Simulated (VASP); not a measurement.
Runs of VASP 6.6.1 on PbS. The structure is that of space group Fm-3m (No. 225), or close to it. The cells are those of the table. 

| level | cell | smearing | gap on the mesh (eV) | pressure (GPa) |
| --- | --- | --- | --- | --- |
| PBE | a = 4.415 Å, angles 60.0°, 2 atoms | fermi-dirac 0.02 eV | (c) | -4.8 |
| PBE | a = 4.225, b = 4.225, c = 4.270 Å, angles 59.6, 59.6, 59.3°, 2 atoms | fermi-dirac 0.02 eV | 0.34 | 0.9 |
| r2SCAN | a = 4.415 Å, angles 60.0°, 2 atoms | gaussian 0.01 eV | (d) | -5.8 |
| r2SCAN | a = 4.225, b = 4.225, c = 4.270 Å, angles 59.6, 59.6, 59.3°, 2 atoms | gaussian 0.01 eV | 0.59 | (a) |
| r2SCAN | a = 4.117, b = 4.117, c = 4.007 Å, angles 60.9, 60.9, 58.2°, 2 atoms | fermi-dirac 0.02 eV | 0.16 | (b) |
| PBE | a = 4.117, b = 4.117, c = 4.007 Å, angles 60.9, 60.9, 58.2°, 2 atoms | fermi-dirac 0.02 eV | 0.07 | 8.7 |

Alike in all rows: task single point; potentials or basis VASP PAW PBE potentials, release 64 (Pb_d, S); no spin polarisation; k mesh 8 × 8 × 8; cutoff (eV) 520.

Estimate the missing entries.

(a) 0.0; (b) 8.2; (c) 0.81; (d) 1.08.

Caveats: spin-orbit coupling is left out, which moves the levels of the heavy elements; the PAW data sets were made with another functional, which shifts forces and pressure a little (some runs).

A k mesh can miss the band edges, and the runs leave out spin-orbit coupling on Pb.
